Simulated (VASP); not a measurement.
# LiCl (Fm-3m) in VASP: a series of runs

LiCl is run at these levels: LDA, revPBE; tasks: single point.

All numbers are computed with VASP 6.6.1; they aren't measurements. Logs are shortened: lines on timing, memory, paths and dates and some standing lists are left out, and cuts for length are marked.

## (1) The cell of the first run

The structure is cubic, space group Fm-3m (No. 225). Conventional cell: a = 5.130 Å, b = 5.130 Å, c = 5.130 Å, α = 90.00°, β = 90.00°, γ = 90.00°. Cl (site symmetry m-3m) has 6 Li at 2.56 Å within 3.4 Å. Within 3.4 Å of Li (site symmetry m-3m) lie 6 Cl at 2.56 Å.

## (2) Single point, LDA

INCAR reads:

```
ALGO = Normal ; EDIFF = 1E-6
ENCUT = 520 ; GGA = CA
ISIF = 2 ; ISMEAR = -1
LASPH = True ; LCHARG = False
LREAL = False ; LWAVE = False
NBANDS = 12 ; NELM = 60
PREC = Accurate ; SIGMA = 0.05
```

KPOINTS reads:

```
k-points
0
Gamma
  9 9 9
```

POSCAR reads:

```
LiCl
1.0
    0.0000000000      2.5647700000      2.5647700000
    2.5647700000      0.0000000000      2.5647700000
    2.5647700000      2.5647700000      0.0000000000
Cl Li
1 1
Direct
    0.5000000000      0.5000000000      0.5000000000
    0.0000000000      0.0000000000      0.0000000000
```

Potentials or basis: VASP PAW LDA potentials, release 64 (Cl, Li_sv).

Started as:

```console
$ cat potpaw_LDA.64/Cl/POTCAR potpaw_LDA.64/Li_sv/POTCAR > POTCAR
$ mpirun -np 1 vasp_std > vasp.out
```

OUTCAR:

```text
EDIFF = 1E-6
   ENCUT = 520
   GGA = CA
   ISIF = 2
   ISMEAR = -1
   LASPH = True
   LREAL = False
   NELM = 60
   PREC = Accurate

 ion  position               nearest neighbor table
   1  0.500  0.500  0.500-   2 2.56   2 2.56   2 2.56   2 2.56   2 2.56   2 2.56
   2  0.000  0.000  0.000-   1 2.56   1 2.56   1 2.56   1 2.56   1 2.56   1 2.56

  LATTYP: Found a face centered cubic cell.
 ALAT       =     5.1295400000

  Lattice vectors:

 A1 = (   0.0000000000,   2.5647700000,   2.5647700000)
 A2 = (   2.5647700000,   0.0000000000,   2.5647700000)
 A3 = (   2.5647700000,   2.5647700000,   0.0000000000)

Analysis of symmetry for initial positions (statically):
=====================================================================
 Subroutine PRICEL returns:
 Original cell was already a primitive cell.

 Routine SETGRP: Setting up the symmetry group for a
 face centered cubic supercell.

 Subroutine GETGRP returns: Found 48 space group operations
 (whereof 48 operations were pure point group operations)
 out of a pool of 48 trial point group operations.

The static configuration has the point symmetry O_h .

Analysis of symmetry for dynamics (positions and initial velocities):
=====================================================================
 Subroutine PRICEL returns:
 Original cell was already a primitive cell.

 Routine SETGRP: Setting up the symmetry group for a
 face centered cubic supercell.

 Subroutine GETGRP returns: Found 48 space group operations
 (whereof 48 operations were pure point group operations)
 out of a pool of 48 trial point group operations.

The dynamic configuration has the point symmetry O_h .

 Subroutine INISYM returns: Found 48 space group operations
 (whereof 48 operations are pure point group operations),
 and found     1 'primitive' translations

----------------------------------------------------------------------------------------

                                     Primitive cell

  volume of cell :      33.7423

  direct lattice vectors                    reciprocal lattice vectors
     0.000000000  2.564770000  2.564770000    -0.194949255  0.194949255  0.194949255
     2.564770000  0.000000000  2.564770000     0.194949255 -0.194949255  0.194949255
     2.564770000  2.564770000  0.000000000     0.194949255  0.194949255 -0.194949255

  length of vectors
     3.627132518  3.627132518  3.627132518     0.337662014  0.337662014  0.337662014

  position of ions in fractional coordinates (direct lattice)
     0.500000000  0.500000000  0.500000000
     0.000000000  0.000000000  0.000000000

  ion indices of the primitive-cell ions
   primitive index   ion index
                 1           1
                 2           2

----------------------------------------------------------------------------------------

 KPOINTS: k-points

Automatic generation of k-mesh.
 Grid dimensions read from file:
 generate k-points for:    9    9    9

 Generating k-lattice:

  Cartesian coordinates                     Fractional coordinates (reciprocal lattice)
    -0.021661028  0.021661028  0.021661028     0.111111111  0.000000000  0.000000000
     0.021661028 -0.021661028  0.021661028     0.000000000  0.111111111  0.000000000
     0.021661028  0.021661028 -0.021661028     0.000000000  0.000000000  0.111111111

  Length of vectors
     0.037518002  0.037518002  0.037518002

  Shift w.r.t. Gamma in fractional coordinates (k-lattice)
     0.000000000  0.000000000  0.000000000

 Subroutine IBZKPT returns following result:
 ===========================================

 Found     35 irreducible k-points:

 Following reciprocal coordinates:
            Coordinates               Weight
  0.000000  0.000000  0.000000      1.000000
  0.111111  0.000000  0.000000      8.000000
  0.222222  0.000000  0.000000      8.000000
  0.333333  0.000000  0.000000      8.000000
  0.444444  0.000000  0.000000      8.000000
  0.111111  0.111111  0.000000      6.000000
[... 16 lines left out ...]
 -0.333333  0.333333  0.000000     12.000000
  0.444444  0.444444  0.000000      6.000000
 [... further k-points ...]
   k-points           NKPTS =     35   k-points in BZ     NKDIM =     35   number of bands    NBANDS=     12
   number of dos      NEDOS =    301   number of ions     NIONS =      2
   total plane-waves  NPLWV =  21952
   dimension x,y,z NGX =    28 NGY =   28 NGZ =   28
   dimension x,y,z NGXF=    56 NGYF=   56 NGZF=   56
   ions per type =               1   1
   NGX,Y,Z   is equivalent  to a cutoff of  12.83, 12.83, 12.83 a.u.
   NGXF,Y,Z  is equivalent  to a cutoff of  25.67, 25.67, 25.67 a.u.
 SYSTEM =  unknown system
   PREC   = accura    normal or accurate (medium, high low for compatibility)
   ISTART =      0    job   : 0-new  1-cont  2-samecut
   ICHARG =      2    charge: 1-file 2-atom 10-const
   ISPIN  =      1    spin polarized calculation?
   LNONCOLLINEAR =      F non collinear calculations
   LSORBIT =      F    spin-orbit coupling
   LASPH  =      T    aspherical Exc in radial PAW
   ENCUT  =  520.0 eV  38.22 Ry    6.18 a.u.   6.74  6.74  6.74*2*pi/ulx,y,z
   NELM   =     60;   NELMIN=  2; NELMDL= -5     # of ELM steps
   EDIFF  = 0.1E-05   stopping-criterion for ELM
   LREAL  =      F    real-space projection
   EDIFFG = 0.1E-04   stopping-criterion for IOM
   NSW    =      0    number of steps for IOM
   IBRION =     -1    ionic relax: 0-MD 1-quasi-New 2-CG
   NFREE  =      0    steps in history (QN), initial steepest desc. (CG)
   ISIF   =      2    stress and relaxation
   ISYM   =      2    0-nonsym 1-usesym 2-fastsym
   POTIM  = 0.5000    time-step for ionic-motion
   TEBEG  =    0.0;   TEEND  =   0.0 temperature during run
   PSTRESS=    0.0 pullay stress
   NELECT =      10.0000    total number of electrons
   NUPDOWN=      -1.0000    fix difference up-down
   EMIN   =  10.00;   EMAX   =-10.00  energy-range for DOS
   EFERMI =   0.00;   METHOD = LEGACY
   ISMEAR =    -1;   SIGMA  =   0.05  broadening in eV -4-tet -1-fermi 0-gaus
   EFERMI_NEDOS =   21; number of points for ismear=-14 and -15
   IALGO  =     38    algorithm
   IMIX   =      4    mixing-type and parameters
     AMIX     =   0.40;   BMIX     =  1.00
     AMIX_MAG =   1.60;   BMIX_MAG =  1.00
  volume/ion in A,a.u.               =      16.87       113.85
  Fermi-wavevector in a.u.,A,eV,Ry     =   1.091482  2.062601 16.209056  1.191332
  Thomas-Fermi vector in A             =   2.227728
   LORBIT       =      0    0 simple, 1 ext, 2 COOP (PROOUT), +10 PAW based schemes
   GGA     = CA    functional components
   LHFCALC =     F    Hartree Fock is set to
   AEXX    =    0.0000 exact exchange contribution
   IVDW    =     0    specifies the selected vdW correction
   LEPSILON=     F    determine dielectric tensor
   LRPA    =     F    only Hartree local field effects (RPA)
 non-spin polarized calculation
  energy-cutoff  :      520.00
  volume of cell :       33.74
 maximum number of plane-waves:       922
   NGX = 13   NGY = 13   NGZ = 13

 number of electron      10.0000004 magnetization

 Free energy of the ion-electron system (eV)
  ---------------------------------------------------
  ext. energy  EPLUGINS =         0.00000000
  ---------------------------------------------------
  free energy    TOTEN  =        -8.06203534 eV

  energy without entropy =       -8.06203534  energy(sigma->0) =       -8.06203534

 E-fermi :   1.6663     XC(G=0):  -9.1648

 val. band max:        0.4530166601   @ k =   0.0000   0.0000   0.0000
 cond. band min:       6.4578838380   @ k =   0.0000   0.0000   0.0000
 fundamental gap:      6.0048671779
 Fermi energy:         1.6663427945

 k-point     1 :       0.0000    0.0000    0.0000
  band No.  band energies     occupation
      1     -42.0164      2.00000
      2     -12.8729      2.00000
      3       0.4530      2.00000
      4       0.4530      2.00000
      5       0.4530      2.00000
      6       6.4579      0.00000
      7      12.1887      0.00000
      8      12.1887      0.00000
      9      12.1887      0.00000
     10      14.5623      0.00000
     11      14.5623      0.00000
     12      14.5624      0.00000

 k-point     2 :       0.1111    0.0000    0.0000
  band No.  band energies     occupation
      1     -42.0161      2.00000
      2     -12.8111      2.00000
      3       0.0088      2.00000
      4       0.4194      2.00000
      5       0.4194      2.00000
      6       6.8438      0.00000
      7      11.4642      0.00000
      8      12.1272      0.00000
      9      12.1272      0.00000
     10      13.3537      0.00000
     11      13.3537      0.00000
     12      14.9836      0.00000

 k-point     3 :       0.2222    0.0000    0.0000
  band No.  band energies     occupation
      1     -42.0151      2.00000
      2     -12.6472      2.00000
      3      -0.9350      2.00000
      4       0.3385      2.00000
      5       0.3385      2.00000
      6       7.3261      0.00000
      7      11.0539      0.00000
      8      11.1333      0.00000
      9      11.1333      0.00000
     10      13.9097      0.00000
     11      13.9097      0.00000
     12      15.4958      0.00000
[... 286 lines left out ...]
 k-point    23 :      -0.3333    0.3333    0.0000
  band No.  band energies     occupation
      1     -42.0124      2.00000
      2     -12.1027      2.00000
      3      -1.8110      2.00000
      4      -1.6440      2.00000
      5      -0.2149      2.00000
      6       8.2900      0.00000
      7      10.8064      0.00000
      8      11.1167      0.00000
      9      11.1742      0.00000
     10      14.6660      0.00000
     11      16.4254      0.00000
     12      18.5628      0.00000

 k-point    24 :       0.4444    0.4444    0.0000
  band No.  band energies     occupation
      1     -42.0124      2.00000
      2     -12.0597      2.00000
      3      -2.4569      2.00000
      4      -0.6566      2.00000
      5      -0.6566      2.00000
      6       8.1449      0.00000
      7       8.5199      0.00000
      8      12.2717      0.00000
      9      14.0391      0.00000
     10      14.0391      0.00000
     11      17.3478      0.00000
     12      19.2132      0.00000

 [... further k-points ...]

------------------------ aborting loop because EDIFF is reached ----------------------------------------

  FORCE on cell =-STRESS in cart. coord.  units (eV):
  Direction    XX          YY          ZZ          XY          YZ          ZX
  --------------------------------------------------------------------------------------
  -------------------------------------------------------------------------------------
  Total       -0.6963027     -0.6963027     -0.6963027      0.0000000      0.0000000      0.0000000
  in kB      -33.0623266    -33.0623266    -33.0623266      0.0000000      0.0000000      0.0000000
  external PRESSURE =     -33.0623266 kB  Pullay stress =       0.0000000 kB

 VOLUME and BASIS-vectors are now :
 -----------------------------------------------------------------------------
  energy-cutoff  :      520.00
  volume of cell :       33.74
      direct lattice vectors                 reciprocal lattice vectors
     0.000000000  2.564770000  2.564770000    -0.194949255  0.194949255  0.194949255
     2.564770000  0.000000000  2.564770000     0.194949255 -0.194949255  0.194949255
     2.564770000  2.564770000  0.000000000     0.194949255  0.194949255 -0.194949255

 POSITION                                       TOTAL-FORCE (eV/Angst)
 -----------------------------------------------------------------------------------
      2.56477      2.56477      2.56477        -0.000000     -0.000000     -0.000000
      0.00000      0.00000      0.00000         0.000000      0.000000      0.000000
 -----------------------------------------------------------------------------------
    total drift:                                0.000000      0.000000      0.000000

  FREE ENERGIE OF THE ION-ELECTRON SYSTEM (eV)
  ---------------------------------------------------
  free  energy   TOTEN  =        -8.0620353418 eV

  energy  without entropy=       -8.0620353418  energy(sigma->0) =       -8.06203534
```

Wall time 13 s (1 thread of Intel Xeon Platinum 8259CL at 2.50GHz (Skylake/Cascade Lake), shared host); peak memory 0.14 GiB.

Results:

- Free energy: -8.0620 eV
- Band gap on the k mesh: 6.00 eV, direct

Caveat: the cutoff is under 1.25 times the usual one of these potentials, so pressure, stress and relaxed cells hold a basis-set (Pulay) error.

## (3) Single point, revPBE

INCAR reads:

```
ALGO = Normal ; EDIFF = 1E-6
ENCUT = 520 ; GGA = RE
ISIF = 2 ; ISMEAR = -1
LASPH = True ; LCHARG = False
LREAL = False ; LWAVE = False
NBANDS = 12 ; NELM = 100
PREC = Accurate ; SIGMA = 0.05
```

KPOINTS is that of step 2.

POSCAR is that of step 2.

Potentials or basis: VASP PAW PBE potentials, release 64 (Cl, Li_sv).

Started as:

```console
$ cat potpaw_PBE.64/Cl/POTCAR potpaw_PBE.64/Li_sv/POTCAR > POTCAR
$ mpirun -np 1 vasp_std > vasp.out
```

Wall time 13 s (1 thread of Intel Xeon Platinum 8259CL at 2.50GHz (Skylake/Cascade Lake), shared host); peak memory 0.15 GiB.

The run converged. Its results:

```yaml
Free_energy: -7.0105 eV
Band_gap_on_the_k_mesh: 6.54 eV, direct
```

Levels at points of the mesh, in eV from the valence-band top:
| k point | band 3 | band 4 | band 5 | band 6 | band 7 | band 8 |
| --- | --- | --- | --- | --- | --- | --- |
| (0.00, 0.00, 0.00) | 0.00 | 0.00 | 0.00 | 6.54 | 12.01 | 12.01 |

Caveat: the cutoff is under 1.25 times the usual one of these potentials, so pressure, stress and relaxed cells hold a basis-set (Pulay) error; the PAW data sets were made with another functional, which shifts forces and pressure a little. A k mesh can miss the band edges.
